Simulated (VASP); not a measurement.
# Ba (Fm-3m) in VASP: single point with PBEsol

Aim: the single point of Ba with PBEsol.

All numbers are computed with VASP 6.6.1; they aren't measurements. Logs are shortened: lines on timing, memory, paths and dates and some standing lists are left out, and cuts for length are marked.

## (1) The cell of the first run

The structure is cubic, space group Fm-3m (No. 225). Conventional cell: a = 6.162 Å, b = 6.162 Å, c = 6.162 Å, α = 90.00°, β = 90.00°, γ = 90.00°. Within 5.7 Å of Ba (site symmetry m-3m) lie 12 Ba at 4.36 Å.

This isn't the form of Ba at room conditions, which is bcc.

## (2) Single point, PBEsol

File POSCAR:

```
Ba
1.0
    0.0000000000      3.0812070632      3.0812070632
    3.0812070632      0.0000000000      3.0812070632
    3.0812070632      3.0812070632      0.0000000000
Ba
1
Direct
    0.0000000000      0.0000000000      0.0000000000
```

File INCAR.step1:

```
ALGO     = Normal         # electronic algorithm
EDIFF    = 1E-6           # SCF threshold, eV
ENCUT    = 520            # plane-wave cutoff, eV
GGA      = PS             # functional
ISIF     = 2              # what is computed and relaxed
ISMEAR   = -1             # smearing method
LASPH    = True           # aspherical terms in the spheres
LCHARG   = True           # write CHGCAR
LREAL    = False          # projectors in reciprocal space
LWAVE    = False          # write WAVECAR
NBANDS   = 11             # bands
NELM     = 60             # most SCF steps
PREC     = Accurate       # precision mode
SIGMA    = 0.08           # smearing width, eV
```

File KPOINTS.step1:

```
k-points
0
Gamma
  12 12 12
```

File INCAR.step2:

```
ALGO     = Normal         # electronic algorithm
EDIFF    = 1E-6           # SCF threshold, eV
ENCUT    = 520            # plane-wave cutoff, eV
GGA      = PS             # functional
ICHARG   = 11             # starting density
ISIF     = 2              # what is computed and relaxed
ISMEAR   = -5             # smearing method
LASPH    = True           # aspherical terms in the spheres
LCHARG   = False          # write CHGCAR
LORBIT   = 10             # projections on sites
LREAL    = False          # projectors in reciprocal space
LWAVE    = False          # write WAVECAR
NEDOS    = 1001           # points of the DOS
NELM     = 60             # most SCF steps
PREC     = Accurate       # precision mode
SIGMA    = 0.08           # smearing width, eV
```

File KPOINTS.step2:

```
k-points
0
Gamma
  18 18 18
```

Potentials or basis: VASP PAW PBE potentials, release 64 (Ba_sv).

The run is started by

```bash
$ cat potpaw_PBE.64/Ba_sv/POTCAR > POTCAR
$ cp INCAR.step1 INCAR
$ cp KPOINTS.step1 KPOINTS
$ mpirun -np 1 vasp_std > vasp.out
$ cp INCAR.step2 INCAR
$ cp KPOINTS.step2 KPOINTS
$ mpirun -np 1 vasp_std > vasp.out
```

OUTCAR:

```text
EDIFF = 1E-6
   ENCUT = 520
   GGA = PS
   ICHARG = 11
   ISIF = 2
   ISMEAR = -5
   LASPH = True
   LORBIT = 10
   LREAL = False
   NELM = 60
   PREC = Accurate

 ion  position               nearest neighbor table
   1  0.000  0.000  0.000-

  LATTYP: Found a face centered cubic cell.
 ALAT       =     6.1624141264

  Lattice vectors:

 A1 = (   0.0000000000,   3.0812070632,   3.0812070632)
 A2 = (   3.0812070632,   0.0000000000,   3.0812070632)
 A3 = (   3.0812070632,   3.0812070632,   0.0000000000)

Analysis of symmetry for initial positions (statically):
=====================================================================
 Subroutine PRICEL returns:
 Original cell was already a primitive cell.

 Routine SETGRP: Setting up the symmetry group for a
 face centered cubic supercell.

 Subroutine GETGRP returns: Found 48 space group operations
 (whereof 48 operations were pure point group operations)
 out of a pool of 48 trial point group operations.

The static configuration has the point symmetry O_h .

Analysis of symmetry for dynamics (positions and initial velocities):
=====================================================================
 Subroutine PRICEL returns:
 Original cell was already a primitive cell.

 Routine SETGRP: Setting up the symmetry group for a
 face centered cubic supercell.

 Subroutine GETGRP returns: Found 48 space group operations
 (whereof 48 operations were pure point group operations)
 out of a pool of 48 trial point group operations.

The dynamic configuration has the point symmetry O_h .

 Subroutine INISYM returns: Found 48 space group operations
 (whereof 48 operations are pure point group operations),
 and found     1 'primitive' translations

----------------------------------------------------------------------------------------

                                     Primitive cell

  volume of cell :      58.5050

  direct lattice vectors                    reciprocal lattice vectors
     0.000000000  3.081207063  3.081207063    -0.162274067  0.162274067  0.162274067
     3.081207063  0.000000000  3.081207063     0.162274067 -0.162274067  0.162274067
     3.081207063  3.081207063  0.000000000     0.162274067  0.162274067 -0.162274067

  length of vectors
     4.357484817  4.357484817  4.357484817     0.281066928  0.281066928  0.281066928

  position of ions in fractional coordinates (direct lattice)
     0.000000000  0.000000000  0.000000000

  ion indices of the primitive-cell ions
   primitive index   ion index
                 1           1

----------------------------------------------------------------------------------------

 KPOINTS: k-points

Automatic generation of k-mesh.
 Grid dimensions read from file:
 generate k-points for:   18   18   18

 Generating k-lattice:

  Cartesian coordinates                     Fractional coordinates (reciprocal lattice)
    -0.009015226  0.009015226  0.009015226     0.055555556  0.000000000  0.000000000
     0.009015226 -0.009015226  0.009015226     0.000000000  0.055555556  0.000000000
     0.009015226  0.009015226 -0.009015226     0.000000000  0.000000000  0.055555556

  Length of vectors
     0.015614829  0.015614829  0.015614829

  Shift w.r.t. Gamma in fractional coordinates (k-lattice)
     0.000000000  0.000000000  0.000000000

 TETIRR: Found    806 inequivalent tetrahedra from    34992

 Subroutine IBZKPT returns following result:
 ===========================================

 Found    195 irreducible k-points:

 Following reciprocal coordinates:
            Coordinates               Weight
  0.000000  0.000000  0.000000      1.000000
  0.055556  0.000000  0.000000      8.000000
  0.111111  0.000000  0.000000      8.000000
  0.166667  0.000000  0.000000      8.000000
  0.222222  0.000000  0.000000      8.000000
  0.277778  0.000000  0.000000      8.000000
[... 16 lines left out ...]
 -0.277778  0.055556  0.000000     24.000000
 -0.222222  0.055556  0.000000     24.000000
 [... further k-points ...]
   k-points           NKPTS =    195   k-points in BZ     NKDIM =    195   number of bands    NBANDS=      9
   number of dos      NEDOS =   1001   number of ions     NIONS =      1
   total plane-waves  NPLWV =  32768
   dimension x,y,z NGX =    32 NGY =   32 NGZ =   32
   dimension x,y,z NGXF=    64 NGYF=   64 NGZF=   64
   ions per type =               1
   NGX,Y,Z   is equivalent  to a cutoff of  12.21, 12.21, 12.21 a.u.
   NGXF,Y,Z  is equivalent  to a cutoff of  24.42, 24.42, 24.42 a.u.
 SYSTEM =  unknown system
   PREC   = accura    normal or accurate (medium, high low for compatibility)
   ISTART =      0    job   : 0-new  1-cont  2-samecut
   ICHARG =     11    charge: 1-file 2-atom 10-const
   ISPIN  =      1    spin polarized calculation?
   LNONCOLLINEAR =      F non collinear calculations
   LSORBIT =      F    spin-orbit coupling
   LASPH  =      T    aspherical Exc in radial PAW
   ENCUT  =  520.0 eV  38.22 Ry    6.18 a.u.   8.10  8.10  8.10*2*pi/ulx,y,z
   NELM   =     60;   NELMIN=  2; NELMDL=  0     # of ELM steps
   EDIFF  = 0.1E-05   stopping-criterion for ELM
   LREAL  =      F    real-space projection
   EDIFFG = 0.1E-04   stopping-criterion for IOM
   NSW    =      0    number of steps for IOM
   IBRION =     -1    ionic relax: 0-MD 1-quasi-New 2-CG
   NFREE  =      0    steps in history (QN), initial steepest desc. (CG)
   ISIF   =      2    stress and relaxation
   ISYM   =      2    0-nonsym 1-usesym 2-fastsym
   POTIM  = 0.5000    time-step for ionic-motion
   TEBEG  =    0.0;   TEEND  =   0.0 temperature during run
   PSTRESS=    0.0 pullay stress
   NELECT =      10.0000    total number of electrons
   NUPDOWN=      -1.0000    fix difference up-down
   EMIN   =  10.00;   EMAX   =-10.00  energy-range for DOS
   EFERMI =   0.00;   METHOD = LEGACY
   ISMEAR =    -5;   SIGMA  =   0.08  broadening in eV -4-tet -1-fermi 0-gaus
   EFERMI_NEDOS =   21; number of points for ismear=-14 and -15
   IALGO  =     38    algorithm
   IMIX   =      4    mixing-type and parameters
     AMIX     =   0.40;   BMIX     =  1.00
     AMIX_MAG =   1.60;   BMIX_MAG =  1.00
  volume/ion in A,a.u.               =      58.50       394.81
  Fermi-wavevector in a.u.,A,eV,Ry     =   0.908540  1.716891 11.230855  0.825445
  Thomas-Fermi vector in A             =   2.032478
   LORBIT       =     10    0 simple, 1 ext, 2 COOP (PROOUT), +10 PAW based schemes
   GGA     = PS    functional components
   LHFCALC =     F    Hartree Fock is set to
   AEXX    =    0.0000 exact exchange contribution
   IVDW    =     0    specifies the selected vdW correction
   LEPSILON=     F    determine dielectric tensor
   LRPA    =     F    only Hartree local field effects (RPA)
 non-spin polarized calculation
 Fermi weights with tetrahedron method with Bloechl corrections
  energy-cutoff  :      520.00
  volume of cell :       58.50
 maximum number of plane-waves:      1592

 number of electron      10.0000000 magnetization

 Free energy of the ion-electron system (eV)
  ---------------------------------------------------
  ext. energy  EPLUGINS =         0.00000000
  ---------------------------------------------------
  free energy    TOTEN  =        -2.13158902 eV

  energy without entropy =       -2.13158902  energy(sigma->0) =       -2.13158902

 E-fermi :   1.8038     XC(G=0):  -7.7490

 val. band max:        1.8237380671   @ k =  -0.3889   0.3333   0.1667
 cond. band min:       1.8032669587   @ k =  -0.4444   0.3889   0.0000
 fundamental gap:     -0.0204711083
 Fermi energy:         1.8037772715

 k-point     1 :       0.0000    0.0000    0.0000
  band No.  band energies     occupation
      1     -26.9241      2.00000
      2     -11.8132      2.00000
      3     -11.8132      2.00000
      4     -11.8132      2.00000
      5      -1.0200      2.00000
      6       3.6590      0.00000
      7       3.6590      0.00000
      8       3.6590      0.00000
      9       5.3776      0.00000

 k-point     2 :       0.0556    0.0000    0.0000
  band No.  band energies     occupation
      1     -26.9224      2.00000
      2     -11.8326      2.00000
      3     -11.8156      2.00000
      4     -11.8156      2.00000
      5      -0.9592      2.00000
      6       3.5819      0.00000
      7       3.6891      0.00000
      8       3.6891      0.00000
      9       5.3328      0.00000

 k-point     3 :       0.1111    0.0000    0.0000
  band No.  band energies     occupation
      1     -26.9176      2.00000
      2     -11.8880      2.00000
      3     -11.8223      2.00000
      4     -11.8223      2.00000
      5      -0.7829      2.00000
      6       3.3871      0.00000
      7       3.7673      0.00000
      8       3.7673      0.00000
      9       5.2302      0.00000

 k-point     4 :       0.1667    0.0000    0.0000
  band No.  band energies     occupation
      1     -26.9102      2.00000
      2     -11.9709      2.00000
      3     -11.8327      2.00000
      4     -11.8327      2.00000
      5      -0.5098      2.00000
      6       3.1489      0.00000
      7       3.8515      0.00000
      8       3.8515      0.00000
      9       5.1541      0.00000
[... 205 lines left out ...]
 k-point    22 :      -0.3333    0.0556    0.0000
  band No.  band energies     occupation
      1     -26.8784      2.00000
      2     -12.2899      2.00000
      3     -11.8946      2.00000
      4     -11.8704      2.00000
      5       0.6146      2.00000
      6       2.7779      0.00000
      7       3.5830      0.00000
      8       3.6968      0.00000
      9       5.6892      0.00000

 k-point    23 :      -0.2778    0.0556    0.0000
  band No.  band energies     occupation
      1     -26.8871      2.00000
      2     -12.2040      2.00000
      3     -11.8835      2.00000
      4     -11.8571      2.00000
      5       0.3388      2.00000
      6       2.7529      0.00000
      7       3.6980      0.00000
      8       3.8161      0.00000
      9       5.2781      0.00000

 k-point    24 :      -0.2222    0.0556    0.0000
  band No.  band energies     occupation
      1     -26.8967      2.00000
      2     -12.1062      2.00000
      3     -11.8697      2.00000
      4     -11.8434      2.00000
      5      -0.0055      2.00000
      6       2.8475      0.00000
      7       3.8036      0.00000
      8       3.9163      0.00000
      9       4.9877      0.00000

 [... further k-points ...]

------------------------ aborting loop because EDIFF is reached ----------------------------------------

  FORCE on cell =-STRESS in cart. coord.  units (eV):
  Direction    XX          YY          ZZ          XY          YZ          ZX
  --------------------------------------------------------------------------------------
  -------------------------------------------------------------------------------------
  Total        0.0025588      0.0025588      0.0025588     -0.0000000      0.0000000      0.0000000
  in kB        0.0700739      0.0700739      0.0700739     -0.0000000      0.0000000      0.0000000
  external PRESSURE =       0.0700739 kB  Pullay stress =       0.0000000 kB

 VOLUME and BASIS-vectors are now :
 -----------------------------------------------------------------------------
  energy-cutoff  :      520.00
  volume of cell :       58.50
      direct lattice vectors                 reciprocal lattice vectors
     0.000000000  3.081207063  3.081207063    -0.162274067  0.162274067  0.162274067
     3.081207063  0.000000000  3.081207063     0.162274067 -0.162274067  0.162274067
     3.081207063  3.081207063  0.000000000     0.162274067  0.162274067 -0.162274067

 POSITION                                       TOTAL-FORCE (eV/Angst)
 -----------------------------------------------------------------------------------
      0.00000      0.00000      0.00000        -0.000000     -0.000000     -0.000000
 -----------------------------------------------------------------------------------
    total drift:                                0.000000      0.000000      0.000000

  FREE ENERGIE OF THE ION-ELECTRON SYSTEM (eV)
  ---------------------------------------------------
  free  energy   TOTEN  =        -2.1315890223 eV

  energy  without entropy=       -2.1315890223  energy(sigma->0) =       -2.13158902

 total charge

# of ion       s       p       d       tot
------------------------------------------
    1        2.074   5.528   0.305   7.906
```

Run time: 22 s. Hardware: 1 thread of Intel Xeon 6975P-C (Granite Rapids), shared host; peak memory 0.25 GiB.

Results:

| Item | Value |
| --- | --- |
| Valence electrons inside the program's atomic spheres | Ba 7.91 |

Levels at points of the mesh, in eV from the Fermi level:
| k point | band 2 | band 3 | band 4 | band 5 | band 6 | band 7 | band 8 | band 9 |
| --- | --- | --- | --- | --- | --- | --- | --- | --- |
| (0.00, 0.00, 0.00) | -13.62 | -13.62 | -13.62 | -2.82 | 1.86 | 1.86 | 1.86 | 3.57 |
| (0.50, 0.00, 0.00) | -14.21 | -13.69 | -13.69 | -0.99 | 1.31 | 1.70 | 1.70 | 4.90 |
| (0.50, 0.50, 0.00) | -14.17 | -13.83 | -13.83 | -0.90 | -0.24 | 2.39 | 4.92 | 5.31 |

Caveat: the PAW data sets were made with another functional, which shifts forces and pressure a little; spin-orbit coupling is left out, which moves the levels of the heavy elements; tetrahedron occupations give inexact forces and stress in metals.
